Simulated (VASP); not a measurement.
# PbI2 (P-3m1) in VASP: a series of runs

Runs on PbI2. Level: PBE. Tasks: single point, relaxation of shape and atoms at fixed volume.

Everything below comes from runs of VASP 6.6.1. Logs are shortened: lines on timing, memory, paths and dates and some standing lists are left out, and cuts for length are marked.

## Step 1: The cell of the first run

Symmetry: P-3m1, No. 164, trigonal system. The conventional cell has a = 4.625 Å, b = 4.625 Å, c = 7.217 Å, α = 90.00°, β = 90.00°, γ = 120.00°. Within 4.3 Å of Pb (site symmetry -3m) lie 6 I at 3.26 Å. I (site symmetry 3m) has 3 Pb at 3.26 Å and 3 I at 4.38 Å within 4.4 Å.

## Step 2: Single point, PBE

Contents of INCAR:

```
PREC = Accurate
ENCUT = 500
EDIFF = 1E-6
ISMEAR = -1
SIGMA = 0.03
LREAL = F
LASPH = T
NELM = 120
ALGO = Normal
ISIF = 2
LWAVE = F
LCHARG = F
GGA = PE
NBANDS = 21
GGA_COMPAT = F
```

Contents of KPOINTS:

```
regular mesh
0
Gamma
  7 7 4
```

Contents of POSCAR:

```
PbI2
1.0
    4.6254062546      0.0000000000      0.0000000000
   -2.3127031273      4.0057193193      0.0000000000
    0.0000000000      0.0000000000      7.2171821724
Pb I
1 2
Direct
    0.0000000000      0.0000000000      0.0000000000
    0.6666666667      0.3333333333      0.7406866529
    0.3333333333      0.6666666667      0.2593133471
```

Potentials or basis: VASP PAW PBE potentials, release 64 (Pb_d, I).

The run is started by

```sh
$ cat potpaw_PBE.64/Pb_d/POTCAR potpaw_PBE.64/I/POTCAR > POTCAR
$ mpirun -np 1 vasp_std > vasp.out
```

OUTCAR:

```text
PREC = Accurate
   ENCUT = 500
   EDIFF = 1E-6
   ISMEAR = -1
   LREAL = F
   LASPH = T
   NELM = 120
   ISIF = 2
   GGA = PE

 ion  position               nearest neighbor table
   1  0.000  0.000  0.000-   2 3.26   3 3.26   3 3.26   2 3.26   2 3.26   3 3.26
   2  0.667  0.333  0.741-   1 3.26   1 3.26   1 3.26
   3  0.333  0.667  0.259-   1 3.26   1 3.26   1 3.26

  LATTYP: Found a hexagonal cell.
 ALAT       =     4.6254062546
 C/A-ratio  =     1.5603347631

  Lattice vectors:

 A1 = (   4.6254062546,   0.0000000000,   0.0000000000)
 A2 = (  -2.3127031273,   4.0057193193,   0.0000000000)
 A3 = (   0.0000000000,   0.0000000000,   7.2171821724)

Analysis of symmetry for initial positions (statically):
=====================================================================
 Subroutine PRICEL returns:
 Original cell was already a primitive cell.

 Routine SETGRP: Setting up the symmetry group for a
 hexagonal supercell.

 Subroutine GETGRP returns: Found 12 space group operations
 (whereof 12 operations were pure point group operations)
 out of a pool of 24 trial point group operations.

The static configuration has the point symmetry D_3d.

Analysis of symmetry for dynamics (positions and initial velocities):
=====================================================================
 Subroutine PRICEL returns:
 Original cell was already a primitive cell.

 Routine SETGRP: Setting up the symmetry group for a
 hexagonal supercell.

 Subroutine GETGRP returns: Found 12 space group operations
 (whereof 12 operations were pure point group operations)
 out of a pool of 24 trial point group operations.

The dynamic configuration has the point symmetry D_3d.

 Subroutine INISYM returns: Found 12 space group operations
 (whereof 12 operations are pure point group operations),
 and found     1 'primitive' translations

----------------------------------------------------------------------------------------

                                     Primitive cell

  volume of cell :     133.7205

  direct lattice vectors                    reciprocal lattice vectors
     4.625406255  0.000000000  0.000000000     0.216197226  0.124821526  0.000000000
    -2.312703127  4.005719319  0.000000000     0.000000000  0.249643053  0.000000000
     0.000000000  0.000000000  7.217182172     0.000000000  0.000000000  0.138558232

  length of vectors
[... 82 lines left out ...]
   ENCUT  =  500.0 eV  36.75 Ry    6.06 a.u.   8.43  8.43 13.16*2*pi/ulx,y,z
   NELM   =    120;   NELMIN=  2; NELMDL= -5     # of ELM steps
   EDIFF  = 0.1E-05   stopping-criterion for ELM
   LREAL  =      F    real-space projection
   EDIFFG = 0.1E-04   stopping-criterion for IOM
   NSW    =      0    number of steps for IOM
   IBRION =     -1    ionic relax: 0-MD 1-quasi-New 2-CG
   NFREE  =      0    steps in history (QN), initial steepest desc. (CG)
   ISIF   =      2    stress and relaxation
   ISYM   =      2    0-nonsym 1-usesym 2-fastsym
   POTIM  = 0.5000    time-step for ionic-motion
   TEBEG  =    0.0;   TEEND  =   0.0 temperature during run
   PSTRESS=    0.0 pullay stress
   NELECT =      28.0000    total number of electrons
   NUPDOWN=      -1.0000    fix difference up-down
   EMIN   =  10.00;   EMAX   =-10.00  energy-range for DOS
   EFERMI =   0.00;   METHOD = LEGACY
   ISMEAR =    -1;   SIGMA  =   0.03  broadening in eV -4-tet -1-fermi 0-gaus
   EFERMI_NEDOS =   21; number of points for ismear=-14 and -15
   IALGO  =     38    algorithm
   IMIX   =      4    mixing-type and parameters
     AMIX     =   0.40;   BMIX     =  1.00
     AMIX_MAG =   1.60;   BMIX_MAG =  1.00
  volume/ion in A,a.u.               =      44.57       300.80
  Fermi-wavevector in a.u.,A,eV,Ry     =   0.972139  1.837075 12.858231  0.945053
  Thomas-Fermi vector in A             =   2.102413
   LORBIT       =      0    0 simple, 1 ext, 2 COOP (PROOUT), +10 PAW based schemes
   GGA     = PE    functional components
   LHFCALC =     F    Hartree Fock is set to
   AEXX    =    0.0000 exact exchange contribution
   IVDW    =     0    specifies the selected vdW correction
   LEPSILON=     F    determine dielectric tensor
   LRPA    =     F    only Hartree local field effects (RPA)
 non-spin polarized calculation
  energy-cutoff  :      500.00
  volume of cell :      133.72
 maximum number of plane-waves:      3446
 NGX is ok and might be reduce to    36
   NGX = 17   NGY = 17   NGZ = 27

 number of electron      28.0000000 magnetization

 Free energy of the ion-electron system (eV)
  ---------------------------------------------------
  ext. energy  EPLUGINS =         0.00000000
  ---------------------------------------------------
  free energy    TOTEN  =        -8.60400499 eV

  energy without entropy =       -8.60400499  energy(sigma->0) =       -8.60400499

 E-fermi :   2.6207     XC(G=0):  -7.8341

 val. band max:        1.9717546561   @ k =   0.0000   0.0000   0.5000
 cond. band min:       4.2914008453   @ k =   0.0000   0.0000   0.5000
 fundamental gap:      2.3196461892
 Fermi energy:         2.6206657797

 k-point     1 :       0.0000    0.0000    0.0000
  band No.  band energies     occupation
      1     -14.0584      2.00000
      2     -14.0584      2.00000
      3     -14.0495      2.00000
      4     -14.0422      2.00000
      5     -14.0422      2.00000
      6      -9.9076      2.00000
[... 565 lines left out ...]
     20      10.0017      0.00000
     21      10.5124      0.00000

 [... further k-points ...]

------------------------ aborting loop because EDIFF is reached ----------------------------------------

  FORCE on cell =-STRESS in cart. coord.  units (eV):
  Direction    XX          YY          ZZ          XY          YZ          ZX
  --------------------------------------------------------------------------------------
  -------------------------------------------------------------------------------------
  Total        0.4094401      0.4094401      0.4100753      0.0000000      0.0000000      0.0000000
  in kB        4.9057218      4.9057218      4.9133318      0.0000000      0.0000000      0.0000000
  external PRESSURE =       4.9082585 kB  Pullay stress =       0.0000000 kB

 VOLUME and BASIS-vectors are now :
 -----------------------------------------------------------------------------
  energy-cutoff  :      500.00
  volume of cell :      133.72
      direct lattice vectors                 reciprocal lattice vectors
     4.625406255  0.000000000  0.000000000     0.216197226  0.124821526  0.000000000
    -2.312703127  4.005719319  0.000000000     0.000000000  0.249643053  0.000000000
     0.000000000  0.000000000  7.217182172     0.000000000  0.000000000  0.138558232

 POSITION                                       TOTAL-FORCE (eV/Angst)
 -----------------------------------------------------------------------------------
      0.00000      0.00000      0.00000        -0.000000      0.000000      0.000000
      2.31270      1.33524      5.34567        -0.000000      0.000000      0.001652
     -0.00000      2.67048      1.87151         0.000000      0.000000     -0.001652
 -----------------------------------------------------------------------------------
    total drift:                               -0.000000     -0.000000      0.000000

  FREE ENERGIE OF THE ION-ELECTRON SYSTEM (eV)
  ---------------------------------------------------
  free  energy   TOTEN  =        -8.6040049889 eV

  energy  without entropy=       -8.6040049889  energy(sigma->0) =       -8.60400499
```

Wall time 96 s (1 thread of AMD EPYC 7R43 (Zen 3), shared host); peak memory 0.23 GiB.

What came out:

* Free energy: -8.6040 eV
* Pressure: 0.5 GPa
* Band gap on the k mesh: 2.32 eV

Caveat: spin-orbit coupling is left out, which moves the levels of the heavy elements; an odd mesh through Γ misses points on the zone boundary, where band edges can lie; this functional lacks dispersion, which binds the layers, so the pressure and a relaxed spacing across them are unreliable.

(Continued in part 2 of 2.)
